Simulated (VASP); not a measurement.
# Ti (Pm-3m) in VASP: a series of runs

The runs below take Ti through single point, with LDA.

All numbers are computed with VASP 6.6.1; they aren't measurements. Logs are shortened: lines on timing, memory, paths and dates and some standing lists are left out, and cuts for length are marked.

## (1) The cell of the first run

The structure is cubic, space group Pm-3m (No. 221). Conventional cell: a = 2.450 Å, b = 2.450 Å, c = 2.450 Å, α = 90.00°, β = 90.00°, γ = 90.00°. Ti (site symmetry m-3m) has 6 Ti at 2.45 Å within 3.2 Å.

## (2) Single point, LDA (volume scaled by 0.88)

INCAR reads:

```
ALGO = Normal
EDIFF = 1E-6
ENCUT = 520
ISIF = 2
ISMEAR = -1
LASPH = T
LCHARG = T
LELF = T
LREAL = F
LVHAR = T
LWAVE = F
NBANDS = 12
NELM = 60
PREC = Accurate
SIGMA = 0.1
```

KPOINTS reads:

```
k-points
0
Gamma
  14 14 14
```

POSCAR reads:

```
Ti
1.0
    2.4496736403      0.0000000000      0.0000000000
    0.0000000000      2.4496736403      0.0000000000
    0.0000000000      0.0000000000      2.4496736403
Ti
1
Direct
    0.0000000000      0.0000000000      0.0000000000
```

Potentials or basis: VASP PAW LDA potentials, release 64 (Ti_sv).

On the command line:

```console
$ cat potpaw_LDA.64/Ti_sv/POTCAR > POTCAR
$ mpirun -np 1 vasp_std > vasp.out
```

OUTCAR:

```text
EDIFF = 1E-6
   ENCUT = 520
   ISIF = 2
   ISMEAR = -1
   LASPH = T
   LREAL = F
   NELM = 60
   PREC = Accurate

 ion  position               nearest neighbor table
   1  0.000  0.000  0.000-

  LATTYP: Found a simple cubic cell.
 ALAT       =     2.4496736403

  Lattice vectors:

 A1 = (   2.4496736403,   0.0000000000,   0.0000000000)
 A2 = (   0.0000000000,   2.4496736403,   0.0000000000)
 A3 = (   0.0000000000,   0.0000000000,   2.4496736403)

Analysis of symmetry for initial positions (statically):
=====================================================================
 Subroutine PRICEL returns:
 Original cell was already a primitive cell.

 Routine SETGRP: Setting up the symmetry group for a
 simple cubic supercell.

 Subroutine GETGRP returns: Found 48 space group operations
[... 9 lines left out ...]

 Routine SETGRP: Setting up the symmetry group for a
 simple cubic supercell.

 Subroutine GETGRP returns: Found 48 space group operations
[... 11 lines left out ...]
                                     Primitive cell

  volume of cell :      14.7002

  direct lattice vectors                    reciprocal lattice vectors
     2.449673640  0.000000000  0.000000000     0.408217643  0.000000000  0.000000000
     0.000000000  2.449673640  0.000000000     0.000000000  0.408217643  0.000000000
     0.000000000  0.000000000  2.449673640     0.000000000  0.000000000  0.408217643

  length of vectors
     2.449673640  2.449673640  2.449673640     0.408217643  0.408217643  0.408217643

  position of ions in fractional coordinates (direct lattice)
     0.000000000  0.000000000  0.000000000

  ion indices of the primitive-cell ions
   primitive index   ion index
                 1           1

----------------------------------------------------------------------------------------

 KPOINTS: k-points

Automatic generation of k-mesh.
 Grid dimensions read from file:
 generate k-points for:   14   14   14

 Generating k-lattice:

  Cartesian coordinates                     Fractional coordinates (reciprocal lattice)
     0.029158403  0.000000000  0.000000000     0.071428571  0.000000000  0.000000000
     0.000000000  0.029158403  0.000000000     0.000000000  0.071428571  0.000000000
     0.000000000  0.000000000  0.029158403     0.000000000  0.000000000  0.071428571

  Length of vectors
     0.029158403  0.029158403  0.029158403

  Shift w.r.t. Gamma in fractional coordinates (k-lattice)
     0.000000000  0.000000000  0.000000000

 Subroutine IBZKPT returns following result:
 ===========================================

 Found    120 irreducible k-points:

 Following reciprocal coordinates:
            Coordinates               Weight
  0.000000  0.000000  0.000000      1.000000
  0.071429  0.000000  0.000000      6.000000
  0.142857  0.000000  0.000000      6.000000
  0.214286  0.000000  0.000000      6.000000
  0.285714  0.000000  0.000000      6.000000
  0.357143  0.000000  0.000000      6.000000
[... 16 lines left out ...]
  0.285714  0.214286  0.000000     24.000000
  0.357143  0.214286  0.000000     24.000000
 [... further k-points ...]
   k-points           NKPTS =    120   k-points in BZ     NKDIM =    120   number of bands    NBANDS=     12
   number of dos      NEDOS =    301   number of ions     NIONS =      1
   total plane-waves  NPLWV =   5832
   dimension x,y,z NGX =    18 NGY =   18 NGZ =   18
   dimension x,y,z NGXF=    36 NGYF=   36 NGZF=   36
   ions per type =               1
   NGX,Y,Z   is equivalent  to a cutoff of  12.22, 12.22, 12.22 a.u.
   NGXF,Y,Z  is equivalent  to a cutoff of  24.43, 24.43, 24.43 a.u.
 SYSTEM =  unknown system
   PREC   = accura    normal or accurate (medium, high low for compatibility)
   ISTART =      0    job   : 0-new  1-cont  2-samecut
   ICHARG =      2    charge: 1-file 2-atom 10-const
   ISPIN  =      1    spin polarized calculation?
   LNONCOLLINEAR =      F non collinear calculations
   LSORBIT =      F    spin-orbit coupling
   LASPH  =      T    aspherical Exc in radial PAW
   ENCUT  =  520.0 eV  38.22 Ry    6.18 a.u.   4.55  4.55  4.55*2*pi/ulx,y,z
   NELM   =     60;   NELMIN=  2; NELMDL= -5     # of ELM steps
   EDIFF  = 0.1E-05   stopping-criterion for ELM
   LREAL  =      F    real-space projection
   EDIFFG = 0.1E-04   stopping-criterion for IOM
   NSW    =      0    number of steps for IOM
   IBRION =     -1    ionic relax: 0-MD 1-quasi-New 2-CG
   NFREE  =      0    steps in history (QN), initial steepest desc. (CG)
   ISIF   =      2    stress and relaxation
   ISYM   =      2    0-nonsym 1-usesym 2-fastsym
   POTIM  = 0.5000    time-step for ionic-motion
   TEBEG  =    0.0;   TEEND  =   0.0 temperature during run
   PSTRESS=    0.0 pullay stress
   NELECT =      12.0000    total number of electrons
   NUPDOWN=      -1.0000    fix difference up-down
   EMIN   =  10.00;   EMAX   =-10.00  energy-range for DOS
   EFERMI =   0.00;   METHOD = LEGACY
   ISMEAR =    -1;   SIGMA  =   0.10  broadening in eV -4-tet -1-fermi 0-gaus
   EFERMI_NEDOS =   21; number of points for ismear=-14 and -15
   IALGO  =     38    algorithm
   IMIX   =      4    mixing-type and parameters
     AMIX     =   0.40;   BMIX     =  1.00
     AMIX_MAG =   1.60;   BMIX_MAG =  1.00
  volume/ion in A,a.u.               =      14.70        99.20
  Fermi-wavevector in a.u.,A,eV,Ry     =   1.530008  2.891296 31.850209  2.340924
  Thomas-Fermi vector in A             =   2.637550
   LORBIT       =      0    0 simple, 1 ext, 2 COOP (PROOUT), +10 PAW based schemes
   GGA     = CA    functional components
   LHFCALC =     F    Hartree Fock is set to
   AEXX    =    0.0000 exact exchange contribution
   IVDW    =     0    specifies the selected vdW correction
   LEPSILON=     F    determine dielectric tensor
   LRPA    =     F    only Hartree local field effects (RPA)
 non-spin polarized calculation
  energy-cutoff  :      520.00
  volume of cell :       14.70
 maximum number of plane-waves:       409
   NGX =  9   NGY =  9   NGZ =  9

 number of electron      12.0000011 magnetization

 Free energy of the ion-electron system (eV)
  ---------------------------------------------------
  ext. energy  EPLUGINS =         0.00000000
  ---------------------------------------------------
  free energy    TOTEN  =        -7.71247033 eV

  energy without entropy =       -7.65385233  energy(sigma->0) =       -7.68316133

 E-fermi :   9.7729     XC(G=0): -12.4978

 val. band max:        9.7635346236   @ k =   0.3571   0.2857   0.1429
 cond. band min:       9.7745517665   @ k =   0.4286   0.1429   0.1429
 fundamental gap:      0.0110171429
 Fermi energy:         9.7728777348

 k-point     1 :       0.0000    0.0000    0.0000
  band No.  band energies     occupation
      1     -45.9774      2.00000
      2     -21.6745      2.00000
      3     -21.6745      2.00000
      4     -21.6745      2.00000
      5       3.7338      2.00000
      6       7.9235      2.00000
      7       7.9235      2.00000
      8      14.7124      0.00000
      9      14.7124      0.00000
     10      14.7124      0.00000
     11      28.0532      0.00000
     12      28.0532      0.00000

 k-point     2 :       0.0714    0.0000    0.0000
  band No.  band energies     occupation
      1     -45.9635      2.00000
      2     -21.7634      2.00000
      3     -21.6670      2.00000
      4     -21.6670      2.00000
      5       3.8966      2.00000
      6       7.9657      2.00000
      7       8.0666      2.00000
      8      14.5556      0.00000
      9      14.5556      0.00000
     10      14.7239      0.00000
     11      26.9771      0.00000
     12      28.3165      0.00000

 k-point     3 :       0.1429    0.0000    0.0000
  band No.  band energies     occupation
      1     -45.9245      2.00000
      2     -22.0084      2.00000
      3     -21.6457      2.00000
      4     -21.6457      2.00000
      5       4.3576      2.00000
      6       8.0860      2.00000
      7       8.4749      2.00000
      8      14.1397      0.00000
      9      14.1397      0.00000
     10      14.7563      0.00000
     11      24.9406      0.00000
     12      29.0540      0.00000

 k-point     4 :       0.2143    0.0000    0.0000
  band No.  band energies     occupation
      1     -45.8674      2.00000
      2     -22.3527      2.00000
      3     -21.6148      2.00000
      4     -21.6148      2.00000
      5       5.0483      2.00000
      6       8.2659      2.00000
      7       9.0704      1.99822
      8      13.5890      0.00000
      9      13.5890      0.00000
     10      14.8035      0.00000
     11      22.9077      0.00000
     12      30.1477      0.00000

 k-point     5 :       0.2857    0.0000    0.0000
  band No.  band energies     occupation
      1     -45.8032      2.00000
      2     -22.7227      2.00000
      3     -21.5802      2.00000
      4     -21.5802      2.00000
      5       5.8859      2.00000
      6       8.4746      2.00000
      7       9.6905      1.39014
      8      13.0321      0.00000
      9      13.0321      0.00000
     10      14.8563      0.00000
     11      21.2051      0.00000
     12      29.8541      0.00000
[... 228 lines left out ...]
      1     -45.6387      2.00000
      2     -23.2911      2.00000
      3     -21.8260      2.00000
      4     -21.4926      2.00000
      5       8.5006      1.99999
      6       8.8053      1.99987
      7       9.5260      1.84383
      8      12.2652      0.00000
      9      13.2946      0.00000
     10      14.4759      0.00000
     11      19.1536      0.00000
     12      27.8566      0.00000

 k-point    22 :       0.2143    0.2143    0.0000
  band No.  band energies     occupation
      1     -45.7598      2.00000
      2     -22.3031      2.00000
      3     -22.2414      2.00000
      4     -21.5566      2.00000
      5       6.1386      2.00000
      6       8.8687      1.99976
      7       9.9269      0.35294
      8      12.5358      0.00000
      9      13.6068      0.00000
     10      13.8936      0.00000
     11      23.5744      0.00000
     12      25.0284      0.00000

 k-point    23 :       0.2857    0.2143    0.0000
  band No.  band energies     occupation
      1     -45.6969      2.00000
      2     -22.6342      2.00000
      3     -22.2235      2.00000
      4     -21.5231      2.00000
      5       6.7428      2.00000
      6       8.9827      1.99926
      7      10.4707      0.00186
      8      12.4350      0.00000
      9      13.1901      0.00000
     10      13.8712      0.00000
     11      22.0724      0.00000
     12      25.4495      0.00000

 k-point    24 :       0.3571    0.2143    0.0000
  band No.  band energies     occupation
      1     -45.6395      2.00000
      2     -22.9476      2.00000
      3     -22.1828      2.00000
      4     -21.4927      2.00000
      5       7.3105      2.00000
      6       8.9871      1.99923
      7      10.6112      0.00046
      8      12.7633      0.00000
      9      13.0042      0.00000
     10      13.9361      0.00000
     11      20.5500      0.00000
     12      26.1988      0.00000

 [... further k-points ...]

------------------------ aborting loop because EDIFF is reached ----------------------------------------

  FORCE on cell =-STRESS in cart. coord.  units (eV):
  Direction    XX          YY          ZZ          XY          YZ          ZX
  --------------------------------------------------------------------------------------
  -------------------------------------------------------------------------------------
  Total        1.3341409      1.3341409      1.3341409      0.0000000      0.0000000      0.0000000
  in kB      145.4077580    145.4077580    145.4077580      0.0000000      0.0000000      0.0000000
  external PRESSURE =     145.4077580 kB  Pullay stress =       0.0000000 kB

 VOLUME and BASIS-vectors are now :
 -----------------------------------------------------------------------------
  energy-cutoff  :      520.00
  volume of cell :       14.70
      direct lattice vectors                 reciprocal lattice vectors
     2.449673640  0.000000000  0.000000000     0.408217643  0.000000000  0.000000000
     0.000000000  2.449673640  0.000000000     0.000000000  0.408217643  0.000000000
     0.000000000  0.000000000  2.449673640     0.000000000  0.000000000  0.408217643

 POSITION                                       TOTAL-FORCE (eV/Angst)
 -----------------------------------------------------------------------------------
      0.00000      0.00000      0.00000         0.000000      0.000000      0.000000
 -----------------------------------------------------------------------------------
    total drift:                                0.000000      0.000000     -0.000000

  FREE ENERGIE OF THE ION-ELECTRON SYSTEM (eV)
  ---------------------------------------------------
  free  energy   TOTEN  =        -7.7124703280 eV

  energy  without entropy=       -7.6538523282  energy(sigma->0) =       -7.68316133
```

It took 12 s on 1 thread of AMD EPYC 7R13 (Zen 3), shared host; peak memory 0.1 GiB.

Results:

* Free energy: -7.7125 eV
* Pressure: 14.5 GPa
* Band gap on the k mesh: zero (band 6 reaches 10.70 eV, above the bottom of band 7 at 7.92 eV)

Levels at points of the mesh, in eV from the Fermi level:
```csv
k point,band 2,band 3,band 4,band 5,band 6,band 7,band 8,band 9,band 10,band 11
"(0.00, 0.00, 0.00)",-31.45,-31.45,-31.45,-6.04,-1.85,-1.85,4.94,4.94,4.94,18.28
"(0.50, 0.00, 0.00)",-33.12,-31.29,-31.29,-1.81,-0.91,0.28,2.39,2.39,5.18,9.47
"(0.50, 0.50, 0.00)",-32.84,-32.84,-31.15,-3.78,-0.07,2.97,2.97,6.53,6.77,6.77
"(0.50, 0.50, 0.50)",-32.59,-32.59,-32.59,-1.86,-1.86,-1.86,6.67,6.67,9.47,14.57
```

[end of part 1 of 3]
